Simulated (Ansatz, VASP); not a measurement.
One calculation of Pt, two programs

INCAR

```
PREC = Accurate ; ENCUT = 520
EDIFF = 1E-7 ; ISMEAR = -1
SIGMA = 0.1 ; LREAL = False
LASPH = True ; NELM = 100
ALGO = Normal ; ISIF = 2
LWAVE = False ; LCHARG = False
GGA = RE ; NBANDS = 17
```

The input KPOINTS:

```
regular mesh
0
Gamma
  11 11 11
```

The input POSCAR:

```
Pt
1.0
    0.0000000000      2.9458078924      2.9458078924
    2.9458078924      0.0000000000      2.9458078924
    2.9458078924      2.9458078924      0.0000000000
Pt
2
Direct
    0.1250000000      0.1250000000      0.1250000000
    0.8750000000      0.8750000000      0.8750000000
```

Input for Ansatz:

```yaml
crystal:
  lattice:
    - [0.0, 2.9458078924, 2.9458078924]
    - [2.9458078924, 0.0, 2.9458078924]
    - [2.9458078924, 2.9458078924, 0.0]
  atoms:
    - { symbol: Pt, position: [0.125, 0.125, 0.125] }
    - { symbol: Pt, position: [0.875, 0.875, 0.875] }
hamiltonian:
  xc: revpbe
  pseudopotentials:
    kind: paw
    azcp:
      Pt: "pseudopotentials/Pt.paw.azcp"
basis:
  ecutwfc: 420
  fft_grid_basis: typed
kpoints:
  mp_grid: { grid: [11, 11, 11], shift: [0, 0, 0] }
magnetization:
  spin_polarized: false
scf:
  occupations: { method: fermi_dirac, width: 0.1 }
  lower_state_search: "off"
output:
  stress: true
```

Alike in both runs: task single point; functional revPBE; k mesh 11 × 11 × 11; occupations fermi-dirac, width 0.1 eV; no spin polarisation.

|  | VASP | Ansatz |
| --- | --- | --- |
| version | VASP 6.6.1 | Ansatz 0.2.0 |
| potentials or method | VASP PAW PBE potentials, release 64 (Pt), cutoff 520 eV | plane waves (420 eV) with PAW, scalar-relativistic |
| valence electrons in the cell | 20 | 36 |

```csv
,VASP,Ansatz,Ansatz less VASP
pressure (GPa),-3.9,-3.6,+0.27
```

VASP's potentials were made for PBE, not for revPBE. VASP's potentials hold 20 valence electrons a cell and Ansatz's 36, so a difference there can come from the potentials and not from the codes.

Spin-orbit coupling is off throughout.
